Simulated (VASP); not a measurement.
# W (Pm-3m) in VASP: notebook

Runs on W. Level: PBE. Tasks: single point, relaxation of cell and atoms.

Everything below comes from runs of VASP 6.6.1. Logs are shortened: lines on timing, memory, paths and dates and some standing lists are left out, and cuts for length are marked.

### Step 1. The cell of the first run

The structure is cubic, space group Pm-3m (No. 221). The conventional cell has a = 2.602 Å, b = 2.602 Å, c = 2.602 Å, α = 90.00°, β = 90.00°, γ = 90.00°. W (site symmetry m-3m) has 6 W at 2.60 Å within 3.4 Å.

This isn't the form of W at room conditions, which is bcc.

### Step 2. Single point, PBE (17.62 Å³/atom)

INCAR

```
  PREC = Accurate
  ENCUT = 520
  EDIFF = 1E-6
  ISMEAR = -1
  SIGMA = 0.1
  LREAL = False
  LASPH = True
  NELM = 60
  ALGO = Normal
  ISIF = 2
  LWAVE = False
  LCHARG = False
  GGA = PE
  NBANDS = 13
```

KPOINTS

```
regular mesh
0
Gamma
  19 19 19
```

POSCAR

```
W
1.0
    2.6020103875      0.0000000000      0.0000000000
    0.0000000000      2.6020103875      0.0000000000
    0.0000000000      0.0000000000      2.6020103875
W
1
Direct
    0.0000000000      0.0000000000      0.0000000000
```

Potentials or basis: VASP PAW PBE potentials, release 64 (W_sv).

Launch:

```sh
$ cat potpaw_PBE.64/W_sv/POTCAR > POTCAR
$ mpirun -np 1 vasp_std > vasp.out
```

OUTCAR:

```text
PREC = Accurate
   ENCUT = 520
   EDIFF = 1E-6
   ISMEAR = -1
   LREAL = False
   LASPH = True
   NELM = 60
   ISIF = 2
   GGA = PE

 ion  position               nearest neighbor table
   1  0.000  0.000  0.000-

  LATTYP: Found a simple cubic cell.
 ALAT       =     2.6020103875

  Lattice vectors:

 A1 = (   2.6020103875,   0.0000000000,   0.0000000000)
 A2 = (   0.0000000000,   2.6020103875,   0.0000000000)
 A3 = (   0.0000000000,   0.0000000000,   2.6020103875)

Analysis of symmetry for initial positions (statically):
=====================================================================
 Subroutine PRICEL returns:
 Original cell was already a primitive cell.

 Routine SETGRP: Setting up the symmetry group for a
 simple cubic supercell.

 Subroutine GETGRP returns: Found 48 space group operations
 (whereof 48 operations were pure point group operations)
 out of a pool of 48 trial point group operations.

The static configuration has the point symmetry O_h .

Analysis of symmetry for dynamics (positions and initial velocities):
=====================================================================
 Subroutine PRICEL returns:
 Original cell was already a primitive cell.

 Routine SETGRP: Setting up the symmetry group for a
 simple cubic supercell.

 Subroutine GETGRP returns: Found 48 space group operations
 (whereof 48 operations were pure point group operations)
 out of a pool of 48 trial point group operations.

The dynamic configuration has the point symmetry O_h .

 Subroutine INISYM returns: Found 48 space group operations
 (whereof 48 operations are pure point group operations),
 and found     1 'primitive' translations

----------------------------------------------------------------------------------------

                                     Primitive cell

  volume of cell :      17.6168

  direct lattice vectors                    reciprocal lattice vectors
     2.602010388  0.000000000  0.000000000     0.384318220  0.000000000  0.000000000
     0.000000000  2.602010388  0.000000000     0.000000000  0.384318220  0.000000000
     0.000000000  0.000000000  2.602010388     0.000000000  0.000000000  0.384318220

  length of vectors
     2.602010388  2.602010388  2.602010388     0.384318220  0.384318220  0.384318220

  position of ions in fractional coordinates (direct lattice)
     0.000000000  0.000000000  0.000000000

  ion indices of the primitive-cell ions
   primitive index   ion index
                 1           1

----------------------------------------------------------------------------------------

 KPOINTS: regular mesh

Automatic generation of k-mesh.
 Grid dimensions read from file:
 generate k-points for:   19   19   19

 Generating k-lattice:

  Cartesian coordinates                     Fractional coordinates (reciprocal lattice)
     0.020227275  0.000000000  0.000000000     0.052631579  0.000000000  0.000000000
     0.000000000  0.020227275  0.000000000     0.000000000  0.052631579  0.000000000
     0.000000000  0.000000000  0.020227275     0.000000000  0.000000000  0.052631579

  Length of vectors
     0.020227275  0.020227275  0.020227275

  Shift w.r.t. Gamma in fractional coordinates (k-lattice)
     0.000000000  0.000000000  0.000000000

 Subroutine IBZKPT returns following result:
 ===========================================

 Found    220 irreducible k-points:

 Following reciprocal coordinates:
            Coordinates               Weight
  0.000000  0.000000  0.000000      1.000000
  0.052632  0.000000  0.000000      6.000000
  0.105263  0.000000  0.000000      6.000000
  0.157895  0.000000  0.000000      6.000000
  0.210526  0.000000  0.000000      6.000000
  0.263158  0.000000  0.000000      6.000000
[... 16 lines left out ...]
  0.263158  0.105263  0.000000     24.000000
  0.315789  0.105263  0.000000     24.000000
 [... further k-points ...]
   k-points           NKPTS =    220   k-points in BZ     NKDIM =    220   number of bands    NBANDS=     13
   number of dos      NEDOS =    301   number of ions     NIONS =      1
   total plane-waves  NPLWV =   8000
   dimension x,y,z NGX =    20 NGY =   20 NGZ =   20
   dimension x,y,z NGXF=    40 NGYF=   40 NGZF=   40
   ions per type =               1
   NGX,Y,Z   is equivalent  to a cutoff of  12.78, 12.78, 12.78 a.u.
   NGXF,Y,Z  is equivalent  to a cutoff of  25.56, 25.56, 25.56 a.u.
 SYSTEM =  unknown system
   PREC   = accura    normal or accurate (medium, high low for compatibility)
   ISTART =      0    job   : 0-new  1-cont  2-samecut
   ICHARG =      2    charge: 1-file 2-atom 10-const
   ISPIN  =      1    spin polarized calculation?
   LNONCOLLINEAR =      F non collinear calculations
   LSORBIT =      F    spin-orbit coupling
   LASPH  =      T    aspherical Exc in radial PAW
   ENCUT  =  520.0 eV  38.22 Ry    6.18 a.u.   4.84  4.84  4.84*2*pi/ulx,y,z
   NELM   =     60;   NELMIN=  2; NELMDL= -5     # of ELM steps
   EDIFF  = 0.1E-05   stopping-criterion for ELM
   LREAL  =      F    real-space projection
   EDIFFG = 0.1E-04   stopping-criterion for IOM
   NSW    =      0    number of steps for IOM
   IBRION =     -1    ionic relax: 0-MD 1-quasi-New 2-CG
   NFREE  =      0    steps in history (QN), initial steepest desc. (CG)
   ISIF   =      2    stress and relaxation
   ISYM   =      2    0-nonsym 1-usesym 2-fastsym
   POTIM  = 0.5000    time-step for ionic-motion
   TEBEG  =    0.0;   TEEND  =   0.0 temperature during run
   PSTRESS=    0.0 pullay stress
   NELECT =      14.0000    total number of electrons
   NUPDOWN=      -1.0000    fix difference up-down
   EMIN   =  10.00;   EMAX   =-10.00  energy-range for DOS
   EFERMI =   0.00;   METHOD = LEGACY
   ISMEAR =    -1;   SIGMA  =   0.10  broadening in eV -4-tet -1-fermi 0-gaus
   EFERMI_NEDOS =   21; number of points for ismear=-14 and -15
   IALGO  =     38    algorithm
   IMIX   =      4    mixing-type and parameters
     AMIX     =   0.40;   BMIX     =  1.00
     AMIX_MAG =   1.60;   BMIX_MAG =  1.00
  volume/ion in A,a.u.               =      17.62       118.88
  Fermi-wavevector in a.u.,A,eV,Ry     =   1.516382  2.865546 31.285412  2.299413
  Thomas-Fermi vector in A             =   2.625779
   LORBIT       =      0    0 simple, 1 ext, 2 COOP (PROOUT), +10 PAW based schemes
   GGA     = PE    functional components
   LHFCALC =     F    Hartree Fock is set to
   AEXX    =    0.0000 exact exchange contribution
   IVDW    =     0    specifies the selected vdW correction
   LEPSILON=     F    determine dielectric tensor
   LRPA    =     F    only Hartree local field effects (RPA)
 non-spin polarized calculation
  energy-cutoff  :      520.00
  volume of cell :       17.62
 maximum number of plane-waves:       488
 NGX is ok and might be reduce to    20
   NGX =  9   NGY =  9   NGZ =  9

 number of electron      14.0000004 magnetization

 Free energy of the ion-electron system (eV)
  ---------------------------------------------------
  ext. energy  EPLUGINS =         0.00000000
  ---------------------------------------------------
  free energy    TOTEN  =       -11.50000375 eV

  energy without entropy =      -11.47076782  energy(sigma->0) =      -11.48538578

 E-fermi :   9.8436     XC(G=0): -12.9023

 val. band max:        9.8403845986   @ k =   0.4211   0.3684   0.2105
 cond. band min:       9.8470758993   @ k =   0.4737   0.3684   0.2105
 fundamental gap:      0.0066913007
 Fermi energy:         9.8435548999

 k-point     1 :       0.0000    0.0000    0.0000
  band No.  band energies     occupation
      1     -64.1969      2.00000
      2     -27.7517      2.00000
      3     -27.7517      2.00000
      4     -27.7517      2.00000
      5       1.1055      2.00000
      6       5.3424      2.00000
      7       5.3424      2.00000
      8      14.8330      0.00000
      9      14.8330      0.00000
     10      14.8330      0.00000
     11      24.8625      0.00000
     12      24.8625      0.00000
     13      24.8625      0.00000

 k-point     2 :       0.0526    0.0000    0.0000
  band No.  band energies     occupation
      1     -64.1938      2.00000
      2     -27.7938      2.00000
      3     -27.7483      2.00000
      4     -27.7483      2.00000
      5       1.2002      2.00000
      6       5.3668      2.00000
      7       5.4436      2.00000
      8      14.6677      0.00000
      9      14.6677      0.00000
     10      14.8441      0.00000
     11      24.3377      0.00000
     12      25.0756      0.00000
     13      25.0756      0.00000

 k-point     3 :       0.1053    0.0000    0.0000
  band No.  band energies     occupation
      1     -64.1850      2.00000
      2     -27.9143      2.00000
      3     -27.7382      2.00000
      4     -27.7382      2.00000
      5       1.4709      2.00000
      6       5.4384      2.00000
      7       5.7459      2.00000
      8      14.2239      0.00000
      9      14.2239      0.00000
     10      14.8765      0.00000
     11      23.1648      0.00000
     12      25.6573      0.00000
     13      25.6573      0.00000

 k-point     4 :       0.1579    0.0000    0.0000
  band No.  band energies     occupation
      1     -64.1715      2.00000
      2     -28.0969      2.00000
      3     -27.7225      2.00000
      4     -27.7225      2.00000
      5       1.8815      2.00000
      6       5.5515      2.00000
      7       6.2392      2.00000
      8      13.6153      0.00000
      9      13.6153      0.00000
     10      14.9269      0.00000
     11      21.8426      0.00000
     12      26.4790      0.00000
     13      26.4790      0.00000

 k-point     5 :       0.2105    0.0000    0.0000
  band No.  band energies     occupation
      1     -64.1546      2.00000
      2     -28.3188      2.00000
      3     -27.7029      2.00000
      4     -27.7029      2.00000
      5       2.3847      2.00000
      6       5.6969      2.00000
      7       6.8899      2.00000
      8      12.9517      0.00000
      9      12.9517      0.00000
     10      14.9904      0.00000
     11      20.6197      0.00000
     12      27.4130      0.00000
     13      27.4130      0.00000

 k-point     6 :       0.2632    0.0000    0.0000
  band No.  band energies     occupation
      1     -64.1361      2.00000
      2     -28.5536      2.00000
      3     -27.6816      2.00000
      4     -27.6816      2.00000
      5       2.9342      2.00000
      6       5.8613      2.00000
      7       7.6209      2.00000
      8      12.3140      0.00000
      9      12.3140      0.00000
     10      15.0606      0.00000
     11      19.6456      0.00000
     12      26.5427      0.00000
     13      28.3638      0.00000

 k-point     7 :       0.3158    0.0000    0.0000
  band No.  band energies     occupation
      1     -64.1181      2.00000
      2     -28.7760      2.00000
      3     -27.6607      2.00000
      4     -27.6607      2.00000
      5       3.4882      2.00000
      6       6.0281      2.00000
      7       8.3046      2.00000
      8      11.7559      0.00000
      9      11.7559      0.00000
     10      15.1298      0.00000
     11      19.0482      0.00000
     12      25.4944      0.00000
     13      29.2658      0.00000
[... 193 lines left out ...]
 k-point    20 :       0.1053    0.1053    0.0000
  band No.  band energies     occupation
      1     -64.1733      2.00000
      2     -27.9079      2.00000
      3     -27.8918      2.00000
      4     -27.7246      2.00000
      5       1.8390      2.00000
      6       5.6896      2.00000
      7       5.9894      2.00000
      8      13.5606      0.00000
      9      14.1475      0.00000
     10      14.4133      0.00000
     11      23.6816      0.00000
     12      24.1718      0.00000
     13      26.4645      0.00000

 k-point    21 :       0.1579    0.1053    0.0000
  band No.  band energies     occupation
      1     -64.1597      2.00000
      2     -28.0822      2.00000
      3     -27.8826      2.00000
      4     -27.7090      2.00000
      5       2.2502      2.00000
      6       5.8484      2.00000
      7       6.4316      2.00000
      8      12.9179      0.00000
      9      13.6411      0.00000
     10      14.3837      0.00000
     11      22.5689      0.00000
     12      24.6737      0.00000
     13      27.3062      0.00000

 k-point    22 :       0.2105    0.1053    0.0000
  band No.  band energies     occupation
      1     -64.1428      2.00000
      2     -28.3027      2.00000
      3     -27.8620      2.00000
      4     -27.6896      2.00000
      5       2.7511      2.00000
      6       6.0084      2.00000
      7       7.0530      2.00000
      8      12.2529      0.00000
      9      13.0012      0.00000
     10      14.4451      0.00000
     11      21.3315      0.00000
     12      25.4198      0.00000
     13      28.2683      0.00000

 k-point    23 :       0.2632    0.1053    0.0000
  band No.  band energies     occupation
      1     -64.1244      2.00000
      2     -28.5363      2.00000
      3     -27.8395      2.00000
      4     -27.6683      2.00000
      5       3.2960      2.00000
      6       6.1808      2.00000
      7       7.7201      2.00000
      8      11.6973      0.00000
      9      12.3760      0.00000
     10      14.5223      0.00000
     11      20.2923      0.00000
     12      26.0448      0.00000
     13      27.3813      0.00000

 k-point    24 :       0.3158    0.1053    0.0000
  band No.  band energies     occupation
      1     -64.1065      2.00000
      2     -28.7576      2.00000
      3     -27.8173      2.00000
      4     -27.6476      2.00000
      5       3.8476      2.00000
      6       6.3565      2.00000
      7       8.2152      2.00000
      8      11.4004      0.00000
      9      11.8256      0.00000
     10      14.6008      0.00000
     11      19.5665      0.00000
     12      25.9133      0.00000
     13      27.2484      0.00000

 [... further k-points ...]
[... 5 lines left out ...]
  --------------------------------------------------------------------------------------
  -------------------------------------------------------------------------------------
  Total        1.2081275      1.2081275      1.2081275      0.0000000      0.0000000      0.0000000
  in kB      109.8743391    109.8743391    109.8743391      0.0000000      0.0000000      0.0000000
  external PRESSURE =     109.8743391 kB  Pullay stress =       0.0000000 kB

 VOLUME and BASIS-vectors are now :
 -----------------------------------------------------------------------------
  energy-cutoff  :      520.00
  volume of cell :       17.62
      direct lattice vectors                 reciprocal lattice vectors
     2.602010388  0.000000000  0.000000000     0.384318220  0.000000000  0.000000000
     0.000000000  2.602010388  0.000000000     0.000000000  0.384318220  0.000000000
     0.000000000  0.000000000  2.602010388     0.000000000  0.000000000  0.384318220

 POSITION                                       TOTAL-FORCE (eV/Angst)
 -----------------------------------------------------------------------------------
      0.00000      0.00000      0.00000         0.000000      0.000000      0.000000
 -----------------------------------------------------------------------------------
    total drift:                               -0.000000      0.000000      0.000000

  FREE ENERGIE OF THE ION-ELECTRON SYSTEM (eV)
  ---------------------------------------------------
  free  energy   TOTEN  =       -11.5000037528 eV

  energy  without entropy=      -11.4707678164  energy(sigma->0) =      -11.48538578
```

Wall time 30 s (1 thread of Intel Xeon 8259CL, shared host); peak memory 0.16 GiB.

Results:

* Free energy: -11.5000 eV
* Pressure: 11.0 GPa
* Band gap on the k mesh: zero (bands 7 and 8 overlap by 2.86 eV)

Levels at points of the mesh, in eV from the Fermi level:
```
           k point  band 3  band 4  band 5  band 6  band 7  band 8  band 9  band 10  band 11  band 12
(0.00, 0.00, 0.00)  -37.60  -37.60   -8.74   -4.50   -4.50    4.99    4.99     4.99    15.02    15.02
```

Caveat: the cell stands under pressure; spin-orbit coupling is left out, which moves the levels of the heavy elements.

### Step 3. Single point, PBE

This run uses another cell than the first one, of 18.35 Å³/atom.

INCAR

```
SYSTEM = W
PREC = Accurate
ENCUT = 520
EDIFF = 1E-6
ISMEAR = -1
SIGMA = 0.1
LREAL = .False.
LASPH = .True.
NELM = 100
ALGO = Normal
ISIF = 2
LWAVE = .False.
LCHARG = .True.
GGA = PE
LELF = .True.
LVHAR = .True.
NBANDS = 13
```

KPOINTS

```
Automatic mesh
0
Gamma
  19 19 19
  0 0 0
```

POSCAR

```
W
1.0
    2.6376587952      0.0000000000      0.0000000000
    0.0000000000      2.6376587952      0.0000000000
    0.0000000000      0.0000000000      2.6376587952
W
1
Direct
    0.0000000000      0.0000000000      0.0000000000
```

Potentials or basis: VASP PAW PBE potentials, release 64 (W_sv).

Launch:

```sh
$ cat potpaw_PBE.64/W_sv/POTCAR > POTCAR
$ mpirun -np 1 vasp_std > vasp.out
```

OUTCAR:

```text
SYSTEM = W
   PREC = Accurate
   ENCUT = 520
   EDIFF = 1E-6
   ISMEAR = -1
   LREAL = .False.
   LASPH = .True.
   NELM = 100
   ISIF = 2
   GGA = PE

 ion  position               nearest neighbor table
   1  0.000  0.000  0.000-

  LATTYP: Found a simple cubic cell.
 ALAT       =     2.6376587952

  Lattice vectors:

 A1 = (   2.6376587952,   0.0000000000,   0.0000000000)
 A2 = (   0.0000000000,   2.6376587952,   0.0000000000)
 A3 = (   0.0000000000,   0.0000000000,   2.6376587952)
[... 553 lines left out ...]
      4     -28.2855      2.00000
      5       3.4435      2.00000
      6       5.9873      2.00000
      7       7.7191      2.00000
      8      10.8006      0.00000
      9      11.2119      0.00000
     10      13.8126      0.00000
     11      18.7139      0.00000
     12      25.1256      0.00000
     13      26.3208      0.00000

 [... further k-points ...]
[... 5 lines left out ...]
  --------------------------------------------------------------------------------------
  -------------------------------------------------------------------------------------
  Total        0.1309437      0.1309437      0.1309437     -0.0000000      0.0000000     -0.0000000
  in kB       11.4324514     11.4324514     11.4324514     -0.0000000      0.0000000     -0.0000000
  external PRESSURE =      11.4324514 kB  Pullay stress =       0.0000000 kB

 VOLUME and BASIS-vectors are now :
 -----------------------------------------------------------------------------
  energy-cutoff  :      520.00
  volume of cell :       18.35
      direct lattice vectors                 reciprocal lattice vectors
     2.637658795  0.000000000  0.000000000     0.379124094  0.000000000  0.000000000
     0.000000000  2.637658795  0.000000000     0.000000000  0.379124094  0.000000000
     0.000000000  0.000000000  2.637658795     0.000000000  0.000000000  0.379124094

 POSITION                                       TOTAL-FORCE (eV/Angst)
 -----------------------------------------------------------------------------------
      0.00000      0.00000      0.00000         0.000000      0.000000      0.000000
 -----------------------------------------------------------------------------------
    total drift:                               -0.000000      0.000000      0.000000

  FREE ENERGIE OF THE ION-ELECTRON SYSTEM (eV)
  ---------------------------------------------------
  free  energy   TOTEN  =       -11.5273521061 eV

  energy  without entropy=      -11.4984134931  energy(sigma->0) =      -11.51288280
```

Run time: 41 s. Hardware: 1 thread of Intel Xeon 8259CL, shared host; peak memory 0.16 GiB.

Results:

| Property | Result |
| --- | --- |
| Free energy | -11.5274 eV |
| Pressure | 1.1 GPa |
| Band gap on the k mesh | zero (bands 7 and 8 overlap by 2.70 eV) |

Caveat: spin-orbit coupling is left out, which moves the levels of the heavy elements.

[end of part 1 of 2]
